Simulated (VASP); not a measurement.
Set up this calculation in VASP 6.6.1, as the native input.

```yaml
Task: single point
Functional: PBE
Potentials_or_basis: VASP PAW PBE potentials, release 64 (Te, O)
Cutoff: 520 eV
k_mesh: 6 × 6 × 10
Occupations: gaussian, width 0.1 eV
Spin: no spin polarisation
Dipole_correction: no
Further_INCAR_settings: ALGO = Normal; EDIFF = 1e-06; NBANDS = 23
```

The structure of Te3O2 lies in POSCAR:

```
Te3O2
1.0
    6.0781138918      0.0000000000      0.0000000000
   -3.0390569459      5.2638010374      0.0000000000
    0.0000000000      0.0000000000      3.7327465336
Te O
3 2
Direct
    0.5000000000      0.0000000000      0.5000000000
    0.0000000000      0.5000000000      0.5000000000
    0.5000000000      0.5000000000      0.5000000000
    0.0000000000      0.0000000000      0.1685218393
    0.0000000000      0.0000000000      0.8314781607
```

The cell was built from a structure type or drawn by symmetry, and may not be a known phase.

These files were run (other wordings do the same):

INCAR

```
ALGO = Normal
EDIFF = 1E-6
ENCUT = 520
GGA = PE
ISIF = 2
ISMEAR = 0
LASPH = True
LCHARG = True
LELF = True
LREAL = False
LVHAR = True
LWAVE = False
NBANDS = 23
NELM = 80
PREC = Accurate
SIGMA = 0.1
```

KPOINTS

```
k-points
0
Gamma
  6 6 10
```

Potentials or basis: VASP PAW PBE potentials, release 64 (Te, O).

The run is started by

```sh
$ cat potpaw_PBE.64/Te/POTCAR potpaw_PBE.64/O/POTCAR > POTCAR
$ mpirun -np 1 vasp_std > vasp.out
```

It gave:

| Quantity | Value |
| --- | --- |
| Pressure | 0.3 GPa |
| Largest force | 0.800 eV/Å |
| Band gap on the k mesh | zero (bands 15 and 16 overlap by 2.33 eV) |

Caveat: the standard files for N, O and F lose accuracy on very short bonds; spin-orbit coupling is left out, which moves the levels of the heavy elements.

Wall time 95 s on 1 thread of Intel(R) Xeon(R) Platinum 8259CL CPU @ 2.50GHz (Skylake/Cascade Lake), on a shared host, peak memory 0.29 GiB.
